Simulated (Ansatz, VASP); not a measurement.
**Re in VASP and in Ansatz**

```
Re
1.0
     2.74231    0.00000    0.00000
    -1.37115    2.37491    0.00000
     0.00000    0.00000   31.22510
Re
2
Cartesian
  0.0000 0.0000 7.8678
  0.0000 0.0000 10.1322
```

Alike in both runs: functional PBE; k mesh 6 × 6 × 1; occupations gaussian, width 0.1 eV; no spin polarisation.

Ansatz relaxed the structure, and its values are those at the end. VASP's run is a single point on that final structure, the one shown.

```csv
,VASP,Ansatz
version,VASP 6.6.1,Ansatz 0.2.0
potentials or method,"VASP PAW PBE potentials, release 64 (Re), cutoff 520 eV","scalar-relativistic, plane waves, PAW"
valence electrons in the cell,14,30
```

```csv
,VASP,Ansatz,Ansatz less VASP
gap on the k mesh at the Fermi level (eV),none,none,-
rms of the force components (eV/Å),0.257,0.018,-0.2383
```

A gap of «none» marks a metal or a gap that the smearing closes. One of these differences is far larger than is usual between the two programs; its cause wasn't traced. VASP's potentials hold 14 valence electrons a cell and Ansatz's 30, so a difference there can come from the potentials and not from the codes. Ansatz's warnings: slab cell height set.

The k mesh is coarse, so the values compare programs but aren't converged. Spin-orbit coupling is off throughout.
